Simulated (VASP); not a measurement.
**W: single point with PBEsol**

W:

```
CELL_PARAMETERS angstrom
-1.57714 1.57714 1.57714
1.57714 -1.57714 1.57714
1.57714 1.57714 -1.57714
ATOMIC_POSITIONS crystal
W 0.00000 0.00000 0.00000
```

```yaml
Program: VASP 6.6.1
Task: single point
Functional: PBEsol
Potentials_or_basis: VASP PAW PBE potentials, release 64 (W_sv)
Cutoff: 520 eV
k_mesh: 18 × 18 × 18
Occupations: gaussian, width 0.05 eV
Spin: no spin polarisation
Dipole_correction: no
k_mesh_for_the_DOS: 27 × 27 × 27
Occupations_for_the_DOS: tetrahedron
Further_INCAR_settings: ALGO = Normal; EDIFF = 1e-07
```

```yaml
Valence_electrons_inside_the_program's_atomic_spheres: W 12.13
```

Levels at points of the mesh, in eV from the Fermi level:
```
           k point  band 4  band 5  band 6  band 7  band 8  band 9  band 10  band 11
(0.00, 0.00, 0.00)  -37.71   -9.74   -1.29   -1.29   -1.29    2.23     2.23    14.53
```

It took 73 s on 1 thread of Intel(R) Xeon(R) Platinum 8259CL CPU @ 2.50GHz (Skylake/Cascade Lake) (shared host), peak memory 0.24 GiB.

Caveat: spin-orbit coupling is left out, which moves the levels of the heavy elements.
